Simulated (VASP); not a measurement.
F: single point with LDA

Crystal: F.

```
F
1.0
     2.08425    0.00000    0.00000
     0.00000    2.08425    0.00000
     0.00000    0.00000    2.08425
F
1
Cartesian
  0.0000 0.0000 0.0000
```

```yaml
Program: VASP 6.6.1
Task: single point
Functional: LDA
Potentials_or_basis: VASP PAW LDA potentials, release 64 (F)
Cutoff: 520 eV
k_mesh: 17 × 17 × 17
Occupations: fermi-dirac, width 0.08 eV
Spin: no spin polarisation
Dipole_correction: no
k_mesh_for_the_DOS: 26 × 26 × 26
Occupations_for_the_DOS: tetrahedron
Further_INCAR_settings: ALGO = Normal; EDIFF = 1e-06; NBANDS = 10
```

- Valence electrons inside the program's atomic spheres: F 5.76

Levels at points of the mesh, in eV from the Fermi level:
| k point | band 1 | band 2 | band 3 | band 4 | band 5 | band 6 | band 7 | band 8 | band 9 |
| --- | --- | --- | --- | --- | --- | --- | --- | --- | --- |
| (0.00, 0.00, 0.00) | -23.19 | -0.14 | -0.14 | -0.14 | 12.95 | 29.01 | 29.01 | 42.31 | 42.31 |
| (0.50, 0.00, 0.00) | -21.36 | -6.18 | 0.44 | 0.44 | 19.32 | 22.46 | 34.66 | 38.71 | 38.71 |
| (0.50, 0.50, 0.00) | -19.82 | -4.44 | -4.44 | 0.92 | 16.08 | 28.37 | 28.37 | 32.79 | 44.50 |
| (0.50, 0.50, 0.50) | -18.48 | -3.20 | -3.20 | -3.20 | 22.97 | 22.97 | 22.97 | 26.78 | 40.18 |

Run time: 20 s on 1 thread of Intel Xeon 8259CL (shared host), peak memory 0.16 GiB.

Caveat: an odd number of electrons without spin polarisation forces a metal; a magnetic or distorted state may lie lower.
